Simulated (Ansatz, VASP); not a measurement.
**Ag2B3: VASP beside Ansatz**

```
Ag B
1.0
     1.49595    0.86369    7.47469
    -1.49595    0.86369    7.47469
     0.00000   -1.72738    7.47469
Ag B
2 3
Direct
  0.40448 0.40448 0.40448
  0.59552 0.59552 0.59552
  0.00000 0.00000 0.00000
  0.16680 0.16680 0.16680
  0.83320 0.83320 0.83320
```

Alike in both runs: functional PBE; k mesh 12 × 12 × 12; occupations gaussian, width 0.1 eV; no spin polarisation.

Ansatz relaxed the structure, and its values are those at the end. VASP's run is a single point on that final structure, the one shown.

|  | VASP | Ansatz |
| --- | --- | --- |
| version | VASP 6.6.1 | Ansatz 0.2.0 |
| potentials or method | VASP PAW PBE potentials, release 64 (Ag, B), cutoff 520 eV | scalar-relativistic, plane waves, PAW |
| valence electrons in the cell | 31 | 47 |

|  | VASP | Ansatz | Ansatz less VASP |
| --- | --- | --- | --- |
| gap on the k mesh at the Fermi level (eV) | none | none | - |
| pressure (GPa) | -0.1 | 0.0 | +0.09 |
| rms of the force components (eV/Å) | 0.005 | 0.000 | -0.0045 |

A gap of «none» marks a metal or a gap that the smearing closes. VASP's potentials hold 31 valence electrons a cell and Ansatz's 47, so a difference there can come from the potentials and not from the codes.
